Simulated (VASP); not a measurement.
A run of VASP 6.6.1:

The input INCAR:

```
SYSTEM = Rb
  PREC = Accurate
  ENCUT = 500
  EDIFF = 1E-6
  ISMEAR = 0
  SIGMA = 0.1
  LREAL = .FALSE.
  LASPH = .TRUE.
  NELM = 120
  ALGO = Normal
  ISIF = 2
  LWAVE = .FALSE.
  LCHARG = .TRUE.
  GGA = PE
  LELF = .TRUE.
  LVHAR = .TRUE.
  NBANDS = 16
  GGA_COMPAT = .FALSE.
```

The input KPOINTS:

```
Automatic mesh
0
G
  12 12 6
  0 0 0
```

File POSCAR:

```
Rb
1.0
    5.0548034857      0.0000000000      0.0000000000
   -2.5274017428      4.3775882297      0.0000000000
    0.0000000000      0.0000000000      8.2192097964
Rb
2
Direct
    0.3333333333      0.6666666667      0.2500000000
    0.6666666667      0.3333333333      0.7500000000
```

Potentials or basis: VASP PAW PBE potentials, release 64 (Rb_sv).

Launch:

```sh
$ cat potpaw_PBE.64/Rb_sv/POTCAR > POTCAR
$ mpirun -np 1 vasp_std > vasp.out
```

Hardware: 1 thread of Intel Xeon 8259CL, on a shared host.

**Question.** How long does it take, and how much memory?

**Answer.** Wall time 4.9 min on 1 thread of Intel Xeon 8259CL, with other jobs on the host, peak memory 0.39 GiB. Counts: scf iterations 11, k points 76.
